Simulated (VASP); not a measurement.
Write the native input for VASP 6.6.1 that does the following.

| Quantity | Value |
| --- | --- |
| Task | single point |
| Functional | PBEsol |
| Potentials or basis | VASP PAW PBE potentials, release 64 (Ta_pv, N) |
| Cutoff | 520 eV |
| k mesh | 10 × 10 × 10 |
| Occupations | fermi-dirac, width 0.05 eV |
| Spin | no spin polarisation |
| Dipole correction | no |
| Further INCAR settings | ALGO = Normal; EDIFF = 1e-07; NBANDS = 15 |

The structure of TaN lies in POSCAR:

```
TaN
1.0
    0.0000000000      2.1513824823      2.1513824823
    2.1513824823      0.0000000000      2.1513824823
    2.1513824823      2.1513824823      0.0000000000
Ta N
1 1
Direct
    0.5000000000      0.5000000000      0.5000000000
    0.0000000000      0.0000000000      0.0000000000
```

The input as run:

INCAR

```
PREC = Accurate
ENCUT = 520
EDIFF = 1E-7
ISMEAR = -1
SIGMA = 0.05
LREAL = F
LASPH = T
NELM = 60
ALGO = Normal
ISIF = 2
LWAVE = F
LCHARG = T
GGA = PS
LELF = T
LVHAR = T
NBANDS = 15
```

KPOINTS

```
Automatic mesh
0
Gamma
  10 10 10
```

Potentials or basis: VASP PAW PBE potentials, release 64 (Ta_pv, N).

Launch:

```bash
$ cat potpaw_PBE.64/Ta_pv/POTCAR potpaw_PBE.64/N/POTCAR > POTCAR
$ mpirun -np 1 vasp_std > vasp.out
```

It gave:

```
Pressure               : 21.3 GPa
Band gap on the k mesh : zero (bands 8 and 9 overlap by 4.44 eV)
```

Caveat: the cell stands under pressure; the PAW data sets were made with another functional, which shifts forces and pressure a little; spin-orbit coupling is left out, which moves the levels of the heavy elements.

It took 12 s on 1 thread of Intel(R) Xeon(R) Platinum 8488C (Sapphire Rapids) (shared host), peak memory 0.15 GiB.
